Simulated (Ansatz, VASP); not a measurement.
**GaN in VASP and in Ansatz**

```xyz
2
Lattice="0.0000 2.2742 2.2060 2.2742 0.0000 2.2060 2.2742 2.2742 0.0000" Properties=species:S:1:pos:R:3 pbc="T T T"
Ga    0.0000    0.0000    0.0000
N     3.4114    3.4114    3.3090
```

Change from the starting cell: strain +0.000 along x and y, -0.030 along z, atoms carried along.

Alike in both runs: task single point; functional PBE; k mesh 10 × 10 × 10; occupations gaussian, width 0.05 eV; no spin polarisation.

|  | VASP | Ansatz |
| --- | --- | --- |
| version | VASP 6.6.1 | Ansatz 0.2.0 |
| potentials or method | VASP PAW PBE potentials, release 64 (Ga_d, N), cutoff 520 eV | scalar-relativistic, plane waves, PAW |
| valence electrons in the cell | 18 | 18 |

```csv
,VASP,Ansatz,Ansatz less VASP
gap on the k mesh at the Fermi level (eV),1.65,1.64,-0.008
least direct gap on the mesh (eV),1.65,1.64,-0.008
pressure (GPa),5.6,5.5,-0.06
"traceless stress, the component that is largest in VASP (GPa)",2.27,2.26,-0.007
```

The functional is the same, so the differences come from potentials, cutoffs and numerics.
